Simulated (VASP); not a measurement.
# ZnCu2SnS4 (I-42m) in VASP: a series of runs, part 2 of 2

VASP 6.6.1. Earlier steps stand in the parts before.

## (4) Single point, PBE

This run uses another cell than the first one, of 19.81 Å³/atom.

INCAR

```
SYSTEM = ZnCu2SnS4
PREC = Accurate
ENCUT = 520
EDIFF = 1E-6
ISMEAR = -1
SIGMA = 0.02
LREAL = .FALSE.
LASPH = .TRUE.
NELM = 100
ALGO = Normal
ISIF = 2
LWAVE = .FALSE.
LCHARG = .FALSE.
GGA = PE
NBANDS = 46
```

KPOINTS

```
Automatic mesh
0
G
  6 6 6
  0 0 0
```

POSCAR

```
ZnCu2SnS4
1.0
   -2.7021619596      2.7021619596      5.4272154584
    2.7021619596     -2.7021619596      5.4272154584
    2.7021619596      2.7021619596     -5.4272154584
Cu Zn Sn S
2 1 1 4
Direct
    0.7500000000      0.2500000000      0.5000000000
    0.2500000000      0.7500000000      0.5000000000
    0.0000000000      0.0000000000      0.0000000000
    0.5000000000      0.5000000000      0.0000000000
    0.8904178857      0.8904178857      0.5151336511
    0.1095821143      0.6247157654      0.0000000000
    0.6247157654      0.1095821143      0.0000000000
    0.3752842346      0.3752842346      0.4848663489
```

Potentials or basis: VASP PAW PBE potentials, release 64 (Cu, Zn, Sn_d, S).

On the command line:

```
$ cat potpaw_PBE.64/Cu/POTCAR potpaw_PBE.64/Zn/POTCAR potpaw_PBE.64/Sn_d/POTCAR potpaw_PBE.64/S/POTCAR > POTCAR
$ mpirun -np 1 vasp_std > vasp.out
```

OUTCAR:

```text
SYSTEM = ZnCu2SnS4
   PREC = Accurate
   ENCUT = 520
   EDIFF = 1E-6
   ISMEAR = -1
   LREAL = .FALSE.
   LASPH = .TRUE.
   NELM = 100
   ISIF = 2
   GGA = PE

 ion  position               nearest neighbor table
   1  0.750  0.250  0.500-   5 2.30   6 2.30   8 2.30   7 2.30
   2  0.250  0.750  0.500-   5 2.30   7 2.30   8 2.30   6 2.30
   3  0.000  0.000  0.000-   5 2.35   6 2.35   7 2.35   8 2.35
   4  0.500  0.500  0.000-   6 2.44   7 2.44   5 2.44   8 2.44
   5  0.890  0.890  0.515-   1 2.30   2 2.30   3 2.35   4 2.44
   6  0.110  0.625  0.000-   2 2.30   1 2.30   3 2.35   4 2.44
   7  0.625  0.110  0.000-   1 2.30   2 2.30   3 2.35   4 2.44
   8  0.375  0.375  0.485-   1 2.30   2 2.30   3 2.35   4 2.44

  LATTYP: Found a body centered tetragonal cell.
 ALAT       =     5.4043239192
 C/A-ratio  =     2.0084715645

  Lattice vectors:

 A1 = (  -2.7021619596,   2.7021619596,   5.4272154584)
 A2 = (   2.7021619596,  -2.7021619596,   5.4272154584)
 A3 = (   2.7021619596,   2.7021619596,  -5.4272154584)

Analysis of symmetry for initial positions (statically):
=====================================================================
 Subroutine PRICEL returns:
 Original cell was already a primitive cell.

 Routine SETGRP: Setting up the symmetry group for a
 body centered tetragonal supercell.

 Subroutine GETGRP returns: Found  8 space group operations
 (whereof  8 operations were pure point group operations)
 out of a pool of 16 trial point group operations.

The static configuration has the point symmetry D_2d.

Analysis of symmetry for dynamics (positions and initial velocities):
=====================================================================
 Subroutine PRICEL returns:
 Original cell was already a primitive cell.

 Routine SETGRP: Setting up the symmetry group for a
 body centered tetragonal supercell.

 Subroutine GETGRP returns: Found  8 space group operations
 (whereof  8 operations were pure point group operations)
 out of a pool of 16 trial point group operations.

The dynamic configuration has the point symmetry D_2d.

 Subroutine INISYM returns: Found  8 space group operations
 (whereof  8 operations are pure point group operations),
 and found     1 'primitive' translations

----------------------------------------------------------------------------------------

                                     Primitive cell

  volume of cell :     158.5111

  direct lattice vectors                    reciprocal lattice vectors
    -2.702161960  2.702161960  5.427215458     0.000000000  0.185037021  0.092128275
     2.702161960 -2.702161960  5.427215458     0.185037021  0.000000000  0.092128275
     2.702161960  2.702161960 -5.427215458     0.185037021  0.185037021  0.000000000

  length of vectors
     6.637622025  6.637622025  6.637622025     0.206703455  0.206703455  0.261681865

  position of ions in fractional coordinates (direct lattice)
     0.750000000  0.250000000  0.500000000
     0.250000000  0.750000000  0.500000000
     0.000000000  0.000000000  0.000000000
     0.500000000  0.500000000  0.000000000
     0.890417886  0.890417886  0.515133651
     0.109582114  0.624715765  0.000000000
     0.624715765  0.109582114  0.000000000
     0.375284235  0.375284235  0.484866349

  ion indices of the primitive-cell ions
[... 25 lines left out ...]
  Length of vectors
     0.034450576  0.034450576  0.043613644

  Shift w.r.t. Gamma in fractional coordinates (k-lattice)
     0.000000000  0.000000000  0.000000000

 Subroutine IBZKPT returns following result:
 ===========================================

 Found     30 irreducible k-points:

 Following reciprocal coordinates:
            Coordinates               Weight
  0.000000  0.000000  0.000000      1.000000
  0.166667  0.000000  0.000000      8.000000
  0.333333  0.000000 -0.000000      8.000000
  0.500000  0.000000  0.000000      4.000000
  0.166667  0.166667  0.000000      8.000000
  0.333333  0.166667 -0.000000     16.000000
[... 16 lines left out ...]
 -0.333333 -0.333333  0.166667      8.000000
 -0.166667 -0.333333  0.166667      8.000000
 [... further k-points ...]
   k-points           NKPTS =     30   k-points in BZ     NKDIM =     30   number of bands    NBANDS=     46
   number of dos      NEDOS =    301   number of ions     NIONS =      8
   total plane-waves  NPLWV = 125000
   dimension x,y,z NGX =    50 NGY =   50 NGZ =   50
   dimension x,y,z NGXF=   100 NGYF=  100 NGZF=  100
   ions per type =               2   1   1   4
   NGX,Y,Z   is equivalent  to a cutoff of  12.52, 12.52, 12.52 a.u.
   NGXF,Y,Z  is equivalent  to a cutoff of  25.05, 25.05, 25.05 a.u.
 SYSTEM =  ZnCu2SnS4
   PREC   = accura    normal or accurate (medium, high low for compatibility)
   ISTART =      0    job   : 0-new  1-cont  2-samecut
   ICHARG =      2    charge: 1-file 2-atom 10-const
   ISPIN  =      1    spin polarized calculation?
   LNONCOLLINEAR =      F non collinear calculations
   LSORBIT =      F    spin-orbit coupling
   LASPH  =      T    aspherical Exc in radial PAW
   ENCUT  =  520.0 eV  38.22 Ry    6.18 a.u.  12.34 12.34 12.34*2*pi/ulx,y,z
   NELM   =    100;   NELMIN=  2; NELMDL= -5     # of ELM steps
   EDIFF  = 0.1E-05   stopping-criterion for ELM
   LREAL  =      F    real-space projection
[... 7 lines left out ...]
   TEBEG  =    0.0;   TEEND  =   0.0 temperature during run
   PSTRESS=    0.0 pullay stress
   NELECT =      72.0000    total number of electrons
   NUPDOWN=      -1.0000    fix difference up-down
   EMIN   =  10.00;   EMAX   =-10.00  energy-range for DOS
   EFERMI =   0.00;   METHOD = LEGACY
   ISMEAR =    -1;   SIGMA  =   0.02  broadening in eV -4-tet -1-fermi 0-gaus
   EFERMI_NEDOS =   21; number of points for ismear=-14 and -15
   IALGO  =     38    algorithm
   IMIX   =      4    mixing-type and parameters
     AMIX     =   0.40;   BMIX     =  1.00
     AMIX_MAG =   1.60;   BMIX_MAG =  1.00
  volume/ion in A,a.u.               =      19.81       133.71
  Fermi-wavevector in a.u.,A,eV,Ry     =   1.258440  2.378106 21.547143  1.583670
  Thomas-Fermi vector in A             =   2.392049
   LORBIT       =      0    0 simple, 1 ext, 2 COOP (PROOUT), +10 PAW based schemes
   GGA     = PE    functional components
[... 5 lines left out ...]
 non-spin polarized calculation
  energy-cutoff  :      520.00
  volume of cell :      158.51
 maximum number of plane-waves:      4296
 NGX is ok and might be reduce to    50
   NGX = 25   NGY = 25   NGZ = 25

 number of electron      71.9999998 magnetization

 Free energy of the ion-electron system (eV)
  ---------------------------------------------------
  ext. energy  EPLUGINS =         0.00000000
  ---------------------------------------------------
  free energy    TOTEN  =       -32.53458809 eV

  energy without entropy =      -32.53439879  energy(sigma->0) =      -32.53449344

 E-fermi :   5.1104     XC(G=0):  -9.8399

 val. band max:        5.0600237352   @ k =   0.0000   0.0000   0.0000
 cond. band min:       5.1440159852   @ k =   0.0000   0.0000   0.0000
 fundamental gap:      0.0839922500
 Fermi energy:         5.1103798987

 k-point     1 :       0.0000    0.0000    0.0000
  band No.  band energies     occupation
      1     -17.2999      2.00000
      2     -17.2999      2.00000
      3     -17.2865      2.00000
      4     -17.2212      2.00000
      5     -17.2065      2.00000
      6      -9.5792      2.00000
[... 1165 lines left out ...]
     45      10.4226      0.00000
     46      10.6119      0.00000

 [... further k-points ...]

------------------------ aborting loop because EDIFF is reached ----------------------------------------

  FORCE on cell =-STRESS in cart. coord.  units (eV):
  Direction    XX          YY          ZZ          XY          YZ          ZX
  --------------------------------------------------------------------------------------
  -------------------------------------------------------------------------------------
  Total        2.3575787      2.3575787      2.3958125      0.0000000      0.0000000      0.0000000
  in kB       23.8296123     23.8296123     24.2160662      0.0000000      0.0000000      0.0000000
  external PRESSURE =      23.9584303 kB  Pullay stress =       0.0000000 kB

 VOLUME and BASIS-vectors are now :
 -----------------------------------------------------------------------------
  energy-cutoff  :      520.00
  volume of cell :      158.51
      direct lattice vectors                 reciprocal lattice vectors
    -2.702161960  2.702161960  5.427215458     0.000000000  0.185037021  0.092128275
     2.702161960 -2.702161960  5.427215458     0.185037021  0.000000000  0.092128275
     2.702161960  2.702161960 -5.427215458     0.185037021  0.185037021  0.000000000

 POSITION                                       TOTAL-FORCE (eV/Angst)
 -----------------------------------------------------------------------------------
     -0.00000      2.70216      2.71361        -0.000000      0.000000     -0.000000
      2.70216     -0.00000      2.71361        -0.000000      0.000000     -0.000000
      0.00000      0.00000      0.00000        -0.000000      0.000000     -0.000000
      0.00000      0.00000      5.42722        -0.000000      0.000000     -0.000000
      1.39197      1.39197      6.86924         0.048280      0.048280      0.117174
      1.39197     -1.39197      3.98519         0.048280     -0.048280     -0.117174
     -1.39197      1.39197      3.98519        -0.048280      0.048280     -0.117174
      1.31019      1.31019      1.44202        -0.048280     -0.048280      0.117174
 -----------------------------------------------------------------------------------
    total drift:                               -0.000011     -0.000011     -0.000015

  FREE ENERGIE OF THE ION-ELECTRON SYSTEM (eV)
  ---------------------------------------------------
  free  energy   TOTEN  =       -32.5345880897 eV

  energy  without entropy=      -32.5343987872  energy(sigma->0) =      -32.53449344
```

Run time: 8.5 min. Hardware: 1 thread of Oxide Virtual Turin-like, shared host; peak memory 0.45 GiB.

Results:

| Property | Result |
| --- | --- |
| Free energy | -32.5346 eV |
| Pressure | 2.4 GPa |
| Largest force | 0.136 eV/Å |
| Band gap on the k mesh | 0.08 eV |

Forces in eV/Å, atoms in the order of the input:
```
Cu   0.000  0.000  0.000
Cu   0.000  0.000  0.000
Zn   0.000  0.000  0.000
Sn   0.000  0.000  0.000
S    0.048  0.048  0.117
S    0.048 -0.048 -0.117
S   -0.048  0.048 -0.117
S   -0.048 -0.048  0.117
```

Levels at points of the mesh, in eV from the valence-band top:
| k point | band 34 | band 35 | band 36 | band 37 | band 38 | band 39 |
| --- | --- | --- | --- | --- | --- | --- |
| (0.00, 0.00, 0.00) | -0.16 | 0.00 | 0.00 | 0.08 | 1.92 | 3.10 |
| (0.50, 0.00, 0.00) | -1.14 | -0.85 | -0.78 | 1.62 | 3.14 | 3.47 |
| (0.50, 0.50, 0.00) | -0.54 | -0.49 | -0.40 | 0.50 | 2.54 | 2.75 |
| (0.50, 0.50, 0.50) | -1.30 | -0.64 | -0.64 | 1.22 | 1.95 | 1.95 |

Caveat: spin-orbit coupling is left out, which moves the levels of the heavy elements. A k mesh can miss the band edges.

## (5) Single point, LDA

This run uses another cell than the first one, of 19.81 Å³/atom.

INCAR

```
SYSTEM = ZnCu2SnS4
PREC = Accurate ; ENCUT = 520
EDIFF = 1E-7 ; ISMEAR = -1
SIGMA = 0.02 ; LREAL = .False.
LASPH = .True. ; NELM = 100
ALGO = Normal ; ISIF = 2
LWAVE = .False. ; LCHARG = .False.
GGA = CA ; NBANDS = 46
```

KPOINTS

```
regular mesh
0
Gamma
  6 6 6
  0 0 0
```

POSCAR is that of step 4.

Potentials or basis: VASP PAW LDA potentials, release 64 (Cu, Zn, Sn_d, S).

On the command line:

```
$ cat potpaw_LDA.64/Cu/POTCAR potpaw_LDA.64/Zn/POTCAR potpaw_LDA.64/Sn_d/POTCAR potpaw_LDA.64/S/POTCAR > POTCAR
$ mpirun -np 1 vasp_std > vasp.out
```

Wall time 12 min (1 thread of Oxide Virtual Turin-like, shared host); peak memory 0.39 GiB.

It converged, with:

| Quantity | Value |
| --- | --- |
| Free energy | -38.3268 eV |
| Pressure | -3.7 GPa |
| Largest force | 0.237 eV/Å |
| Band gap on the k mesh | zero (filled and empty bands touch) |

Forces on the atoms (eV/Å):
```
Cu   0.000  0.000  0.000
Cu   0.000  0.000  0.000
Zn   0.000  0.000  0.000
Sn   0.000  0.000  0.000
S    0.077  0.077  0.211
S    0.077 -0.077 -0.211
S   -0.077  0.077 -0.211
S   -0.077 -0.077  0.211
```

Levels at points of the mesh, in eV from the Fermi level:
```csv
k point,band 32,band 33,band 34,band 35,band 36,band 37,band 38,band 39,band 40,band 41
"(0.00, 0.00, 0.00)",-1.80,-1.73,-0.17,-0.02,-0.01,-0.01,1.81,3.00,3.54,3.54
"(0.50, 0.00, 0.00)",-1.45,-1.28,-1.22,-0.91,-0.83,1.59,3.04,3.38,3.72,4.00
"(0.50, 0.50, 0.00)",-1.46,-1.41,-0.57,-0.52,-0.44,0.42,2.45,2.63,4.09,4.24
"(0.50, 0.50, 0.50)",-1.86,-1.49,-1.40,-0.69,-0.69,1.17,1.84,1.84,1.98,3.01
```

Caveat: the cell stands under tension; spin-orbit coupling is left out, which moves the levels of the heavy elements.

## (6) Overview

| level | potentials or basis | cell | gap on the mesh (eV) | pressure (GPa) | largest force (eV/Å) |
| --- | --- | --- | --- | --- | --- |
| LDA | VASP PAW LDA potentials, release 64 (Cu, Zn, Sn_d, S) | a = 6.518 Å, angles 131.9, 131.9, 70.4°, 8 atoms, atomic positions A | 0.06 | 0.1 | 0.04 |
| PBEsol | VASP PAW PBE potentials, release 64 (Cu, Zn, Sn_d, S) | a = 6.586 Å, angles 131.9, 131.9, 70.4°, 8 atoms, atomic positions A | - | 0.1 | 0.04 |
| PBE | VASP PAW PBE potentials, release 64 (Cu, Zn, Sn_d, S) | a = 6.638 Å, angles 132.0, 132.0, 70.3°, 8 atoms, atomic positions B | 0.08 | 2.4 | 0.14 |
| LDA | VASP PAW LDA potentials, release 64 (Cu, Zn, Sn_d, S) | a = 6.638 Å, angles 132.0, 132.0, 70.3°, 8 atoms, atomic positions B | none | -3.7 | 0.24 |

Alike in all rows: task single point; no spin polarisation; k mesh 6 × 6 × 6; cutoff (eV) 520; smearing fermi-dirac 0.02 eV.

Caveats: spin-orbit coupling is left out, which moves the levels of the heavy elements; the PAW data sets were made with another functional, which shifts forces and pressure a little (at least some runs); the cell stands under tension (at least some runs).

Total energies depend on the potentials used, so only differences within one code and one set of settings carry meaning.
